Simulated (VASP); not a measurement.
A run of VASP 6.6.1:

INCAR

```
SYSTEM = Au
PREC = Accurate
ENCUT = 520
EDIFF = 1E-6
ISMEAR = -1
SIGMA = 0.05
LREAL = .False.
LASPH = .True.
NELM = 100
ALGO = Normal
ISIF = 2
LWAVE = .False.
LCHARG = .False.
NBANDS = 12
```

File KPOINTS:

```
Automatic mesh
0
Gamma
  17 17 17
  0 0 0
```

Contents of POSCAR:

```
Au
1.0
   -1.6155991455      1.6155991455      1.6155991455
    1.6155991455     -1.6155991455      1.6155991455
    1.6155991455      1.6155991455     -1.6155991455
Au
1
Direct
    0.0000000000      0.0000000000      0.0000000000
```

Potentials or basis: VASP PAW LDA potentials, release 64 (Au).

Run with:

```sh
$ cat potpaw_LDA.64/Au/POTCAR > POTCAR
$ mpirun -np 1 vasp_std > vasp.out
```

Hardware: 1 thread of Intel(R) Xeon(R) 6975P-C (Granite Rapids), on a shared host.

Question: Estimate the wall time of this run.

Answer: Run time: 9.5 s on 1 thread of Intel(R) Xeon(R) 6975P-C (Granite Rapids), with other jobs on the host, peak memory 0.15 GiB. Counts: scf iterations 10, k points 165.
